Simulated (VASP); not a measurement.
Input of a VASP 6.6.1 run:

File INCAR:

```
SYSTEM = Li32S15
PREC = Accurate
ENCUT = 650
EDIFF = 1E-6
ISMEAR = 0
SIGMA = 0.01
LREAL = Auto
LASPH = .TRUE.
NELM = 200
ALGO = Normal
ISIF = 2
LWAVE = .FALSE.
LCHARG = .TRUE.
ISPIN = 2
MAGMOM = 0 0 0 0.125 0.125 0 0.125 0 0 0 0.125 0 0 0 0 0 0.125 0 0.125 0.125 0 0 0 0 0 0 0 0.125 0 0 0 0 0 0 0 0 0 0 0 0 0 0 0 0 0 0 0
LORBIT = 11
GGA = PS
LVHAR = .TRUE.
NELECT = 187.0
NBANDS = 126
GGA_COMPAT = .FALSE.
KPAR = 2
NCORE = 2
```

Contents of KPOINTS:

```
Automatic mesh
0
Gamma
  2 2 2
  0.5 0.5 0.5
```

File POSCAR:

```
Li32S15
1.0
   -5.6548817418     -5.6548817418      5.6548817418
    5.6548817418     -5.6548817418     -5.6548817418
    5.6548817418      5.6548817418      5.6548817418
Li S
32 15
Direct
    0.2500000000      0.7509397322      0.7495022183
   -0.0009397322      0.7485624861     -0.0009397322
    0.5009397322      0.5000000000      0.7495022183
    0.2500000000      0.5000000000      0.0014091852
    0.0014091852      0.5000000000      0.2500000000
    0.7495022183      0.7509397322      0.2500000000
    0.4985908148      0.7485908148      0.4985908148
    0.0014375139      0.0004977817      0.7504977817
    0.7504977817      0.2514375139      0.7504977817
    0.4985624861      0.2490602678     -0.0009397322
    0.2500000000      0.2514091852      0.2500000000
   -0.0009397322      0.2490602678      0.4985624861
    0.7495022183      0.5000000000      0.5009397322
    0.7504977817      0.0004977817      0.0014375139
    0.5009397322     -0.0004977817      0.2500000000
    0.2500000000     -0.0004977817      0.5009397322
    0.2500000000      0.7485908148      0.2500000000
    0.0014375139      0.7509397322      0.5009397322
    0.4985908148      0.5000000000      0.2500000000
    0.2500000000      0.5000000000      0.4985908148
   -0.0009397322      0.5000000000      0.7504977817
    0.7495022183      0.7485624861      0.7495022183
    0.5009397322      0.7509397322      0.0014375139
   -0.0009397322      0.0004977817      0.2500000000
    0.7504977817      0.2490602678      0.2500000000
    0.5009397322      0.2514375139      0.5009397322
    0.2500000000      0.2490602678      0.7504977817
    0.0014091852      0.2514091852      0.0014091852
    0.7504977817      0.5000000000     -0.0009397322
    0.7495022183     -0.0004977817      0.4985624861
    0.4985624861     -0.0004977817      0.7495022183
    0.2500000000      0.0004977817     -0.0009397322
    0.0000395785      0.5000000000      0.4999604215
    0.4999604215      0.2500395785      0.2500000000
    0.2500000000      0.2500395785      0.4999604215
    0.0000395785      0.2500395785      0.7500791570
    0.7500000000      0.5000000000      0.7500000000
    0.4999604215      0.5000000000      0.0000395785
    1.0000395785      0.7499604215      0.2500000000
    0.7500000000      0.0000000000      0.2500000000
    0.4999604215     -0.0000791570      0.4999604215
    0.2500000000      0.0000000000      0.7500000000
    0.0000395785      0.0000791570      0.0000395785
    0.7500791570      0.2500395785      0.0000395785
    0.7499208430      0.7499604215      0.4999604215
    0.4999604215      0.7499604215      0.7499208430
    0.2500000000      0.7499604215      0.0000395785
```

Potentials or basis: VASP PAW PBE potentials, release 64 (Li_sv, S).

The run is started by

```console
$ cat potpaw_PBE.64/Li_sv/POTCAR potpaw_PBE.64/S/POTCAR > POTCAR
$ mpirun -np 4 vasp_std > vasp.out
```

Question: What does it give for the largest force?

Answer: 0.011 eV/Å.

Question: Estimate the net moment.

Answer: 0.50 μB per cell.

Forces on the atoms (eV/Å):
```
Li  -0.003  0.001  0.001
Li   0.001 -0.001  0.003
Li   0.001  0.001 -0.003
Li   0.004  0.004  0.004
Li  -0.004 -0.004  0.004
Li  -0.001  0.003  0.001
Li  -0.004  0.004 -0.004
Li   0.003  0.001 -0.001
Li  -0.001  0.001  0.003
Li   0.003 -0.001  0.001
Li   0.004 -0.004 -0.004
Li   0.001 -0.003  0.001
Li  -0.001 -0.001 -0.003
Li  -0.001 -0.003 -0.001
Li   0.001  0.003 -0.001
Li  -0.003 -0.001 -0.001
Li  -0.004  0.004  0.004
Li  -0.003  0.001 -0.001
Li   0.004  0.004 -0.004
Li  -0.004 -0.004 -0.004
Li  -0.001 -0.001  0.003
Li   0.001 -0.001 -0.003
Li  -0.001  0.003 -0.001
Li  -0.001 -0.003  0.001
Li   0.001 -0.003 -0.001
Li  -0.001  0.001 -0.003
Li   0.003 -0.001 -0.001
Li   0.004 -0.004  0.004
Li   0.001  0.001  0.003
Li   0.001  0.003  0.001
Li  -0.003 -0.001  0.001
Li   0.003  0.001  0.001
S    0.008  0.008  0.000
S   -0.008  0.000  0.008
S    0.000  0.008  0.008
S   -0.008  0.000 -0.008
S    0.000  0.000  0.000
S   -0.008 -0.008  0.000
S    0.008  0.000 -0.008
S    0.000  0.000  0.000
S    0.008 -0.008  0.000
S    0.000  0.000  0.000
S   -0.008  0.008  0.000
S    0.000  0.008 -0.008
S    0.000 -0.008  0.008
S    0.008  0.000  0.008
S    0.000 -0.008 -0.008
```

Caveat: the k points lie up to 0.39 Å⁻¹ apart; the cell carries a net charge on a neutralising background, which shifts energy and pressure; the cell differs from its parent crystal (atoms taken out, then relaxed in part); the PAW data sets were made with another functional, which shifts forces and pressure a little.
